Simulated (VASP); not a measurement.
Here is a VASP 6.6.1 calculation.

Contents of INCAR:

```
PREC = Accurate
ENCUT = 520
EDIFF = 1E-6
ISMEAR = 0
SIGMA = 0.01
LREAL = F
LASPH = T
NELM = 60
ALGO = Normal
ISIF = 2
LWAVE = F
LCHARG = F
GGA = PE
NBANDS = 15
```

The input KPOINTS:

```
regular mesh
0
Gamma
  4 4 4
```

The input POSCAR:

```
KF
1.0
    0.0000000000      2.7025585226      2.7025585226
    2.7025585226      0.0000000000      2.7025585226
    2.7025585226      2.7025585226      0.0000000000
K F
1 1
Direct
    0.0000000000      0.0000000000      0.0000000000
    0.5000000000      0.5000000000      0.5000000000
```

Potentials or basis: VASP PAW PBE potentials, release 64 (K_sv, F).

Launch:

```console
$ cat potpaw_PBE.64/K_sv/POTCAR potpaw_PBE.64/F/POTCAR > POTCAR
$ mpirun -np 1 vasp_std > vasp.out
```

Predict the pressure.

0.3 GPa.

Estimate the band gap on the k mesh.

5.99 eV, direct.

Caveat: the k points lie up to 0.50 Å⁻¹ apart.
